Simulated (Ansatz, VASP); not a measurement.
## Two plane-wave programs on PbSe

```
Pb Se
1.0
     0.00000    3.14986    3.07602
     3.14986    0.00000    3.07602
     3.14986    3.14986    0.00000
Pb Se
1 1
Direct
  0.00000 0.00000 0.00000
  0.50000 0.50000 0.50000
```

Change from the starting cell: epitaxial_xy strain +2.0%.

Alike in both runs: task single point; functional r2SCAN; k mesh 8 × 8 × 8; no spin polarisation.

```csv
,VASP,Ansatz
version,VASP 6.6.1,Ansatz 0.2.0
potentials or method,"VASP PAW PBE potentials, release 64 (Pb_d, Se)","plane waves, PAW"
plane-wave cutoff (eV),520,500
occupations,"gaussian, width 0.01 eV",fixed
valence electrons in the cell,20,30
```

```csv
,VASP,Ansatz,Ansatz less VASP
gap on the k mesh at the Fermi level (eV),0.76,0.76,-0.005
pressure (GPa),-1.6,-1.6,+0.01
"traceless stress, the component that is largest in VASP (GPa)",1.60,1.60,-0.005
```

VASP's potentials were made for PBE, not for r2SCAN. VASP's potentials hold 20 valence electrons a cell and Ansatz's 30, so a difference there can come from the potentials and not from the codes.

Spin-orbit coupling is off throughout.
